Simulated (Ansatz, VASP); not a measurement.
## Two plane-wave programs on SiB4Mo

```
Si B Mo
1.0
     2.09806   -4.01970    0.00000
     2.09806    4.01970    0.00000
     0.00000    0.00000    3.01480
Si B Mo
1 4 1
Direct
  0.00000 0.00000 0.50000
  0.19110 0.80890 0.00000
  0.80890 0.19110 0.00000
  0.00000 0.50000 0.50000
  0.50000 0.00000 0.50000
  0.50000 0.50000 0.00000
```

Change from the starting cell: species swapped into the NdCuNi4 type (Cmmm, No. 65).

Alike in both runs: functional PBE; k mesh 4 × 4 × 6; occupations gaussian, width 0.1 eV; no spin polarisation.

Ansatz relaxed the structure, and its values are those at the end. VASP's run is a single point on that final structure, the one shown.

|  | VASP | Ansatz |
| --- | --- | --- |
| version | VASP 6.6.1 | Ansatz 0.2.0 |
| potentials or method | VASP PAW PBE potentials, release 64 (Si, B, Mo_sv), cutoff 520 eV | scalar-relativistic, plane waves, PAW |
| valence electrons in the cell | 30 | 30 |

Ansatz gave:

- gap on the k mesh at the Fermi level (eV): none
- pressure (GPa): -0.1
- rms of the force components (eV/Å): 0.007

Task: Which values does VASP return?

Result: gap on the k mesh at the Fermi level (eV): none; pressure (GPa): -0.1; rms of the force components (eV/Å): 0.006.

A gap of «none» marks a metal or a gap that the smearing closes.

The k mesh is coarse, so the values compare programs but aren't converged.
